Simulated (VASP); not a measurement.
# HgTe in VASP: notebook

The runs below take HgTe through single point, with PBEsol.

All numbers are computed with VASP 6.6.1; they aren't measurements. Logs are shortened: lines on timing, memory, paths and dates and some standing lists are left out, and cuts for length are marked.

## 1. The cell of the first run

The structure is tetragonal, space group I4/mmm (No. 139). Conventional cell: a = 4.173 Å, b = 4.173 Å, c = 5.843 Å, α = 90.00°, β = 90.00°, γ = 90.00°. Within 3.8 Å of Hg (site symmetry 4/mmm) lie 6 Te at 2.92 to 2.95 Å. Te (site symmetry 4/mmm) has 6 Hg at 2.92 to 2.95 Å within 3.8 Å.

## 2. Single point, PBEsol (equal xx and yy strain of +1 %)

INCAR reads:

```
  PREC = Accurate
  ENCUT = 520
  EDIFF = 1E-7
  ISMEAR = -1
  SIGMA = 0.08
  LREAL = False
  LASPH = True
  NELM = 80
  ALGO = Normal
  ISIF = 2
  LWAVE = False
  LCHARG = False
  GGA = PS
  NBANDS = 16
```

KPOINTS reads:

```
regular mesh
0
Gamma
  12 12 12
```

POSCAR reads:

```
HgTe
1.0
    0.0000000000      2.9507150000      2.9215000000
    2.9507150000      0.0000000000      2.9215000000
    2.9507150000      2.9507150000      0.0000000000
Hg Te
1 1
Direct
    0.0000000000      0.0000000000      0.0000000000
    0.5000000000      0.5000000000      0.5000000000
```

Potentials or basis: VASP PAW PBE potentials, release 64 (Hg, Te).

Started as:

```sh
$ cat potpaw_PBE.64/Hg/POTCAR potpaw_PBE.64/Te/POTCAR > POTCAR
$ mpirun -np 1 vasp_std > vasp.out
```

OUTCAR:

```text
PREC = Accurate
   ENCUT = 520
   EDIFF = 1E-7
   ISMEAR = -1
   LREAL = False
   LASPH = True
   NELM = 80
   ISIF = 2
   GGA = PS

 ion  position               nearest neighbor table
   1  0.000  0.000  0.000-   2 2.92   2 2.92   2 2.95   2 2.95   2 2.95   2 2.95
   2  0.500  0.500  0.500-   1 2.92   1 2.92   1 2.95   1 2.95   1 2.95   1 2.95

  LATTYP: Found a body centered tetragonal cell.
 ALAT       =     4.1729411717
 C/A-ratio  =     1.4002114479

  Lattice vectors:

 A1 = (   0.0000000000,  -2.9507150000,  -2.9215000000)
 A2 = (   0.0000000000,   2.9507150000,  -2.9215000000)
 A3 = (   2.9507150000,   0.0000000000,   2.9215000000)

Analysis of symmetry for initial positions (statically):
=====================================================================
 Subroutine PRICEL returns:
 Original cell was already a primitive cell.

 Routine SETGRP: Setting up the symmetry group for a
 body centered tetragonal supercell.

 Subroutine GETGRP returns: Found 16 space group operations
 (whereof 16 operations were pure point group operations)
 out of a pool of 16 trial point group operations.

The static configuration has the point symmetry D_4h.

Analysis of symmetry for dynamics (positions and initial velocities):
=====================================================================
 Subroutine PRICEL returns:
 Original cell was already a primitive cell.

 Routine SETGRP: Setting up the symmetry group for a
 body centered tetragonal supercell.

 Subroutine GETGRP returns: Found 16 space group operations
 (whereof 16 operations were pure point group operations)
 out of a pool of 16 trial point group operations.

The dynamic configuration has the point symmetry D_4h.

 Subroutine INISYM returns: Found 16 space group operations
 (whereof 16 operations are pure point group operations),
 and found     1 'primitive' translations

----------------------------------------------------------------------------------------

                                     Primitive cell

  volume of cell :      50.8734

  direct lattice vectors                    reciprocal lattice vectors
     0.000000000  2.950715000  2.921500000    -0.169450455  0.169450455  0.171144960
     2.950715000  0.000000000  2.921500000     0.169450455 -0.169450455  0.171144960
     2.950715000  2.950715000  0.000000000     0.169450455  0.169450455 -0.171144960

  length of vectors
     4.152334435  4.152334435  4.172941172     0.294478371  0.294478371  0.294478371

  position of ions in fractional coordinates (direct lattice)
     0.000000000  0.000000000  0.000000000
     0.500000000  0.500000000  0.500000000

  ion indices of the primitive-cell ions
   primitive index   ion index
                 1           1
                 2           2

----------------------------------------------------------------------------------------

 KPOINTS: regular mesh

Automatic generation of k-mesh.
 Grid dimensions read from file:
 generate k-points for:   12   12   12

 Generating k-lattice:

  Cartesian coordinates                     Fractional coordinates (reciprocal lattice)
    -0.014120871  0.014120871  0.014262080     0.083333333  0.000000000  0.000000000
     0.014120871 -0.014120871  0.014262080     0.000000000  0.083333333  0.000000000
     0.014120871  0.014120871 -0.014262080    -0.000000000 -0.000000000  0.083333333

  Length of vectors
     0.024539864  0.024539864  0.024539864

  Shift w.r.t. Gamma in fractional coordinates (k-lattice)
     0.000000000  0.000000000  0.000000000

 Subroutine IBZKPT returns following result:
 ===========================================

 Found    163 irreducible k-points:

 Following reciprocal coordinates:
            Coordinates               Weight
  0.000000  0.000000  0.000000      1.000000
  0.083333  0.000000  0.000000      8.000000
  0.166667  0.000000  0.000000      8.000000
  0.250000  0.000000  0.000000      8.000000
  0.333333  0.000000  0.000000      8.000000
  0.416667  0.000000  0.000000      8.000000
[... 16 lines left out ...]
  0.500000  0.166667  0.000000      8.000000
 -0.416667  0.166667  0.000000      8.000000
 [... further k-points ...]
   k-points           NKPTS =    163   k-points in BZ     NKDIM =    163   number of bands    NBANDS=     16
   number of dos      NEDOS =    301   number of ions     NIONS =      2
   total plane-waves  NPLWV =  32768
   dimension x,y,z NGX =    32 NGY =   32 NGZ =   32
   dimension x,y,z NGXF=    64 NGYF=   64 NGZF=   64
   ions per type =               1   1
   NGX,Y,Z   is equivalent  to a cutoff of  12.81, 12.81, 12.75 a.u.
   NGXF,Y,Z  is equivalent  to a cutoff of  25.62, 25.62, 25.50 a.u.
 SYSTEM =  unknown system
   PREC   = accura    normal or accurate (medium, high low for compatibility)
   ISTART =      0    job   : 0-new  1-cont  2-samecut
   ICHARG =      2    charge: 1-file 2-atom 10-const
   ISPIN  =      1    spin polarized calculation?
   LNONCOLLINEAR =      F non collinear calculations
   LSORBIT =      F    spin-orbit coupling
   LASPH  =      T    aspherical Exc in radial PAW
   ENCUT  =  520.0 eV  38.22 Ry    6.18 a.u.   7.72  7.72  7.76*2*pi/ulx,y,z
   NELM   =     80;   NELMIN=  2; NELMDL= -5     # of ELM steps
   EDIFF  = 0.1E-06   stopping-criterion for ELM
   LREAL  =      F    real-space projection
   EDIFFG = 0.1E-05   stopping-criterion for IOM
   NSW    =      0    number of steps for IOM
   IBRION =     -1    ionic relax: 0-MD 1-quasi-New 2-CG
   NFREE  =      0    steps in history (QN), initial steepest desc. (CG)
   ISIF   =      2    stress and relaxation
   ISYM   =      2    0-nonsym 1-usesym 2-fastsym
   POTIM  = 0.5000    time-step for ionic-motion
   TEBEG  =    0.0;   TEEND  =   0.0 temperature during run
   PSTRESS=    0.0 pullay stress
   NELECT =      18.0000    total number of electrons
   NUPDOWN=      -1.0000    fix difference up-down
   EMIN   =  10.00;   EMAX   =-10.00  energy-range for DOS
   EFERMI =   0.00;   METHOD = LEGACY
   ISMEAR =    -1;   SIGMA  =   0.08  broadening in eV -4-tet -1-fermi 0-gaus
   EFERMI_NEDOS =   21; number of points for ismear=-14 and -15
   IALGO  =     38    algorithm
   IMIX   =      4    mixing-type and parameters
     AMIX     =   0.40;   BMIX     =  1.00
     AMIX_MAG =   1.60;   BMIX_MAG =  1.00
[... 31 lines left out ...]
 Fermi energy:         5.5066132873

 k-point     1 :       0.0000    0.0000    0.0000
  band No.  band energies     occupation
      1      -7.3657      2.00000
      2      -1.6138      2.00000
      3      -1.5941      2.00000
      4      -1.5484      2.00000
      5      -1.5484      2.00000
      6      -1.5198      2.00000
[... 8 lines left out ...]
     15      13.4217      0.00000
     16      13.4217      0.00000

 k-point     2 :       0.0833    0.0000    0.0000
  band No.  band energies     occupation
      1      -7.2921      2.00000
      2      -1.6453      2.00000
      3      -1.6246      2.00000
      4      -1.5557      2.00000
      5      -1.5362      2.00000
      6      -1.5137      2.00000
[... 8 lines left out ...]
     15      13.5609      0.00000
     16      13.6265      0.00000

 k-point     3 :       0.1667    0.0000    0.0000
  band No.  band energies     occupation
      1      -7.0768      2.00000
      2      -1.7357      2.00000
      3      -1.7127      2.00000
      4      -1.5952      2.00000
      5      -1.4948      2.00000
      6      -1.4793      2.00000
[... 8 lines left out ...]
     15      13.9171      0.00000
     16      13.9271      0.00000

 k-point     4 :       0.2500    0.0000    0.0000
  band No.  band energies     occupation
      1      -6.7401      2.00000
      2      -1.8560      2.00000
      3      -1.8291      2.00000
      4      -1.6923      2.00000
      5      -1.4351      2.00000
      6      -1.4244      2.00000
[... 8 lines left out ...]
     15      14.4819      0.00000
     16      14.4962      0.00000

 k-point     5 :       0.3333    0.0000    0.0000
  band No.  band energies     occupation
      1      -6.3289      2.00000
      2      -1.9722      2.00000
      3      -1.9398      2.00000
      4      -1.8925      2.00000
      5      -1.3739      2.00000
      6      -1.3670      2.00000
[... 8 lines left out ...]
     15      15.2396      0.00000
     16      15.2767      0.00000

 k-point     6 :       0.4167    0.0000    0.0000
  band No.  band energies     occupation
      1      -5.9463      2.00000
      2      -2.1969      2.00000
      3      -2.0473      2.00000
      4      -2.0176      2.00000
      5      -1.3281      2.00000
      6      -1.3240      2.00000
[... 8 lines left out ...]
     15      16.1030      0.00000
     16      16.1661      0.00000

 k-point     7 :       0.5000    0.0000    0.0000
  band No.  band energies     occupation
      1      -5.7769      2.00000
      2      -2.3604      2.00000
      3      -2.0768      2.00000
      4      -2.0454      2.00000
      5      -1.3111      2.00000
      6      -1.3081      2.00000
[... 8 lines left out ...]
     15      16.6198      0.00000
     16      16.7079      0.00000

 k-point     8 :       0.0833    0.0833    0.0000
  band No.  band energies     occupation
      1      -7.2655      2.00000
      2      -1.7014      2.00000
      3      -1.5851      2.00000
      4      -1.5376      2.00000
      5      -1.5376      2.00000
      6      -1.5335      2.00000
[... 8 lines left out ...]
     15      14.3283      0.00000
     16      14.3283      0.00000

 k-point     9 :       0.1667    0.0833    0.0000
  band No.  band energies     occupation
      1      -7.0982      2.00000
      2      -1.8044      2.00000
      3      -1.6255      2.00000
      4      -1.5672      2.00000
      5      -1.5071      2.00000
      6      -1.4966      2.00000
[... 8 lines left out ...]
     15      14.2963      0.00000
     16      14.6816      0.00000
[... 172 lines left out ...]
 k-point    19 :       0.1667    0.1667    0.0000
  band No.  band energies     occupation
      1      -6.9887      2.00000
      2      -1.9076      2.00000
      3      -1.5708      2.00000
      4      -1.5604      2.00000
      5      -1.5011      2.00000
      6      -1.5011      2.00000
[... 8 lines left out ...]
     15      15.6233      0.00000
     16      15.6233      0.00000

 k-point    20 :       0.2500    0.1667    0.0000
  band No.  band energies     occupation
      1      -6.7613      2.00000
      2      -2.0088      2.00000
      3      -1.6081      2.00000
      4      -1.6030      2.00000
      5      -1.4655      2.00000
      6      -1.4351      2.00000
[... 8 lines left out ...]
     15      15.6644      0.00000
     16      15.9493      0.00000

 k-point    21 :       0.3333    0.1667    0.0000
  band No.  band energies     occupation
      1      -6.4483      2.00000
      2      -2.0788      2.00000
      3      -1.7091      2.00000
      4      -1.6550      2.00000
      5      -1.4165      2.00000
      6      -1.3611      2.00000
[... 8 lines left out ...]
     15      15.9177      0.00000
     16      16.4069      0.00000

 k-point    22 :       0.4167    0.1667    0.0000
  band No.  band energies     occupation
      1      -6.1130      2.00000
      2      -2.0972      2.00000
      3      -1.8222      2.00000
      4      -1.7421      2.00000
      5      -1.3605      2.00000
      6      -1.3101      2.00000
[... 8 lines left out ...]
     15      16.7755      0.00000
     16      17.0514      0.00000

 k-point    23 :       0.5000    0.1667    0.0000
  band No.  band energies     occupation
      1      -5.8624      2.00000
      2      -2.0880      2.00000
      3      -1.9193      2.00000
      4      -1.8372      2.00000
      5      -1.3081      2.00000
      6      -1.2933      2.00000
[... 8 lines left out ...]
     15      16.9058      0.00000
     16      17.4018      0.00000

 k-point    24 :      -0.4167    0.1667    0.0000
  band No.  band energies     occupation
      1      -5.8182      2.00000
      2      -2.1348      2.00000
      3      -1.9799      2.00000
      4      -1.7993      2.00000
      5      -1.3115      2.00000
      6      -1.2749      2.00000
[... 8 lines left out ...]
     15      15.8650      0.00000
     16      16.5175      0.00000

 [... further k-points ...]
[... 5 lines left out ...]
  --------------------------------------------------------------------------------------
  -------------------------------------------------------------------------------------
  Total        1.3800651      1.3800651      1.6777097      0.0000000      0.0000000      0.0000000
  in kB       43.4630055     43.4630055     52.8368592      0.0000000      0.0000000      0.0000000
  external PRESSURE =      46.5876234 kB  Pullay stress =       0.0000000 kB

 VOLUME and BASIS-vectors are now :
 -----------------------------------------------------------------------------
  energy-cutoff  :      520.00
  volume of cell :       50.87
      direct lattice vectors                 reciprocal lattice vectors
     0.000000000  2.950715000  2.921500000    -0.169450455  0.169450455  0.171144960
     2.950715000  0.000000000  2.921500000     0.169450455 -0.169450455  0.171144960
     2.950715000  2.950715000  0.000000000     0.169450455  0.169450455 -0.171144960

 POSITION                                       TOTAL-FORCE (eV/Angst)
 -----------------------------------------------------------------------------------
      0.00000      0.00000      0.00000        -0.000000      0.000000     -0.000000
      2.95072      2.95072      2.92150         0.000000     -0.000000      0.000000
 -----------------------------------------------------------------------------------
    total drift:                                0.000000     -0.000000     -0.000000

  FREE ENERGIE OF THE ION-ELECTRON SYSTEM (eV)
  ---------------------------------------------------
  free  energy   TOTEN  =        -4.1652046972 eV

  energy  without entropy=       -4.1410258744  energy(sigma->0) =       -4.15311529
```

It took 50 s on 1 thread of Intel Xeon 6975P-C (Granite Rapids), shared host; peak memory 0.27 GiB.

What came out:

* Free energy: -4.1652 eV
* Pressure: 4.7 GPa
* Band gap on the k mesh: zero (band 9 reaches 5.97 eV, above the bottom of band 10 at 2.76 eV)

Levels at points of the mesh, in eV from the Fermi level:
```csv
k point,band 5,band 6,band 7,band 8,band 9,band 10,band 11,band 12,band 13,band 14
"(0.00, 0.00, 0.00)",-7.06,-7.03,-0.90,-0.82,-0.82,-0.50,7.68,7.68,7.72,7.84
"(0.50, 0.00, 0.00)",-6.82,-6.81,-5.96,0.39,0.47,2.43,3.72,3.82,4.25,10.69
"(0.50, 0.50, 0.00)",-6.72,-5.90,-5.05,-2.98,-2.75,-2.75,4.59,9.73,9.73,10.38
"(0.50, 0.00, 0.50)",-6.71,-5.93,-5.04,-2.90,-2.76,-2.65,4.65,9.62,9.92,10.33
```

Caveat: the cell differs from its parent crystal (equal xx and yy strain of +1 %); the PAW data sets were made with another functional, which shifts forces and pressure a little; spin-orbit coupling is left out, which moves the levels of the heavy elements.

## 3. Single point, PBEsol (equal xx and yy strain of +2 %)

INCAR reads:

```
PREC = Accurate
ENCUT = 520
EDIFF = 1E-7
ISMEAR = -1
SIGMA = 0.08
LREAL = False
LASPH = True
NELM = 80
ALGO = Normal
ISIF = 2
LWAVE = False
LCHARG = False
GGA = PS
NBANDS = 16
```

KPOINTS reads:

```
Automatic mesh
0
Gamma
  12 12 12
```

POSCAR reads:

```
HgTe
1.0
    0.0000000000      2.9799300000      2.9215000000
    2.9799300000      0.0000000000      2.9215000000
    2.9799300000      2.9799300000      0.0000000000
Hg Te
1 1
Direct
    0.0000000000      0.0000000000      0.0000000000
    0.5000000000      0.5000000000      0.5000000000
```

Potentials or basis: VASP PAW PBE potentials, release 64 (Hg, Te).

Started as:

```sh
$ cat potpaw_PBE.64/Hg/POTCAR potpaw_PBE.64/Te/POTCAR > POTCAR
$ mpirun -np 1 vasp_std > vasp.out
```

Wall time 55 s (1 thread of Intel Xeon 6975P-C (Granite Rapids), shared host); peak memory 0.28 GiB.

It converged, with:

| Quantity | Value |
| --- | --- |
| Free energy | -4.1873 eV |
| Pressure | 3.2 GPa |
| Band gap on the k mesh | zero (band 9 reaches 5.73 eV, above the bottom of band 10 at 2.58 eV) |

Stress tensor (GPa, compression positive):
```
2.57 0.00 0.00
0.00 2.57 0.00
0.00 0.00 4.30
```

Levels at points of the mesh, in eV from the Fermi level:
```csv
k point,band 5,band 6,band 7,band 8,band 9,band 10,band 11,band 12,band 13,band 14
"(0.00, 0.00, 0.00)",-6.98,-6.92,-0.92,-0.77,-0.77,-0.60,7.66,7.66,7.73,7.79
"(0.50, 0.00, 0.00)",-6.74,-6.74,-5.87,0.34,0.47,2.45,3.72,3.90,4.15,10.60
"(0.50, 0.50, 0.00)",-6.65,-5.86,-4.91,-2.99,-2.68,-2.68,4.58,9.59,9.59,10.28
"(0.50, 0.00, 0.50)",-6.63,-5.91,-4.90,-2.84,-2.71,-2.50,4.70,9.38,9.97,10.18
```

Caveat: the cell differs from its parent crystal (equal xx and yy strain of +2 %); the PAW data sets were made with another functional, which shifts forces and pressure a little; spin-orbit coupling is left out, which moves the levels of the heavy elements.

## 4. Single point, PBEsol (equal xy, yz and zx shear strains of -2 %)

INCAR reads:

```
  ALGO = Normal
  EDIFF = 1E-7
  ENCUT = 520
  GGA = PS
  ISIF = 2
  ISMEAR = -1
  LASPH = True
  LCHARG = False
  LREAL = False
  LWAVE = False
  NBANDS = 16
  NELM = 60
  PREC = Accurate
  SIGMA = 0.08
```

KPOINTS reads:

```
k-points
0
Gamma
  12 12 12
```

POSCAR reads:

```
HgTe
1.0
   -0.0584300000      2.8922850000      2.8922850000
    2.8922850000     -0.0584300000      2.8922850000
    2.8922850000      2.8922850000     -0.0584300000
Hg Te
1 1
Direct
    0.0000000000      0.0000000000      0.0000000000
    0.5000000000      0.5000000000      0.5000000000
```

Started as:

```sh
$ cat potpaw_PBE.64/Hg/POTCAR potpaw_PBE.64/Te/POTCAR > POTCAR
$ mpirun -np 1 vasp_std > vasp.out
```

Run time: 74 s. Hardware: 1 thread of Intel Xeon 6975P-C (Granite Rapids), shared host; peak memory 0.29 GiB.

It converged, with:

- Free energy: -4.1283 eV
- Pressure: 6.4 GPa
- Band gap on the k mesh: zero (band 9 reaches 6.26 eV, above the bottom of band 10 at 3.08 eV)

Stress tensor (GPa, compression positive):
```
6.38 0.28 0.28
0.28 6.38 0.28
0.28 0.28 6.38
```

Levels at points of the mesh, in eV from the Fermi level:
```
           k point  band 7  band 8  band 9  band 10  band 11  band 12
(0.00, 0.00, 0.00)   -0.98   -0.98   -0.69    -0.41     7.57     7.57
(0.50, 0.00, 0.00)   -6.07    0.47    0.49     2.46     3.69     3.94
(0.50, 0.50, 0.00)   -5.20   -2.95   -2.93    -2.68     4.60     9.76
(0.50, 0.50, 0.50)   -5.94    0.38    0.38     2.21     3.54     3.54
```

Caveat: the cell differs from its parent crystal (equal xy, yz and zx shear strains of -2 %); the PAW data sets were made with another functional, which shifts forces and pressure a little; spin-orbit coupling is left out, which moves the levels of the heavy elements.

## 5. Summary

```tsv
cell	gap on the mesh (eV)	pressure (GPa)
a = 4.152, b = 4.152, c = 4.173 Å, angles 59.8, 59.8, 60.3°, 2 atoms	none	4.7
a = 4.173, b = 4.173, c = 4.214 Å, angles 59.7, 59.7, 60.7°, 2 atoms	none	3.2
a = 4.091 Å, angles 61.3°, 2 atoms	none	6.4
```

Alike in all rows: task single point; level PBEsol; potentials or basis VASP PAW PBE potentials, release 64 (Hg, Te); no spin polarisation; k mesh 12 × 12 × 12; cutoff (eV) 520; smearing fermi-dirac 0.08 eV.

Caveats: the PAW data sets were made with another functional, which shifts forces and pressure a little; spin-orbit coupling is left out, which moves the levels of the heavy elements.

Absolute energies hang on the potentials; compare differences alone.
